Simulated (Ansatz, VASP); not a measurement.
## One calculation of BN, two programs

File INCAR:

```
  PREC = Accurate
  ENCUT = 520
  EDIFF = 1E-6
  ISMEAR = 0
  SIGMA = 0.05
  LREAL = F
  LASPH = T
  NELM = 80
  ALGO = Normal
  ISIF = 2
  LWAVE = F
  LCHARG = T
  LELF = T
  LVHAR = T
  NBANDS = 16
```

File KPOINTS:

```
Automatic mesh
0
Gamma
  12 12 4
```

The input POSCAR:

```
BN
1.0
    2.5279373046      0.0000000000      0.0000000000
   -1.2639686523      2.1892579249      0.0000000000
    0.0000000000      0.0000000000      5.9917169993
B N
2 2
Direct
    0.3333333333      0.6666666667      0.2500000000
    0.6666666667      0.3333333333      0.7500000000
    0.3333333333      0.6666666667      0.7500000000
    0.6666666667      0.3333333333      0.2500000000
```

Input for Ansatz:

```yaml
crystal:
  lattice:
    - [2.5279373046, 0.0, 0.0]
    - [-1.2639686523, 2.1892579249, 0.0]
    - [0.0, 0.0, 5.9917169993]
  atoms:
    - { symbol: B, position: [0.3333333333, 0.6666666667, 0.25] }
    - { symbol: B, position: [0.6666666667, 0.3333333333, 0.75] }
    - { symbol: "N", position: [0.3333333333, 0.6666666667, 0.75] }
    - { symbol: "N", position: [0.6666666667, 0.3333333333, 0.25] }
basis:
  ecutwfc: 520.0
kpoints:
  mp_grid: { grid: [12, 12, 4] }
hamiltonian:
  xc: lda
  pseudopotentials: { kind: paw, azcp: { folder: soft_1 } }
scf:
  occupations: { method: gaussian, width: 0.05 }
output:
  forces: true
  stress: true
  eigenvalues: true
```

Alike in both runs: task single point; functional LDA; k mesh 12 × 12 × 4; occupations gaussian, width 0.05 eV; no spin polarisation.

|  | VASP | Ansatz |
| --- | --- | --- |
| version | VASP 6.6.1 | Ansatz 0.2.0 |
| potentials or method | VASP PAW LDA potentials, release 64 (B, N), cutoff 520 eV | scalar-relativistic, plane waves, PAW |
| valence electrons in the cell | 16 | 16 |

Ansatz gave:

```
gap on the k mesh at the Fermi level (eV)                     : 3.87
least direct gap on the mesh (eV)                             : 4.13
pressure (GPa)                                                : -10.7
traceless stress, the component that is largest in VASP (GPa) : 14.04
```

Task: Estimate VASP's values.

Result: gap on the k mesh at the Fermi level (eV): 3.86; least direct gap on the mesh (eV): 4.12; pressure (GPa): -10.1; traceless stress, the component that is largest in VASP (GPa): 13.24.

Ansatz warns that its potentials were made for another functional, while VASP's fit it. LDA's correlation is that of Perdew and Zunger in VASP and of Perdew and Wang (1992) in Ansatz.
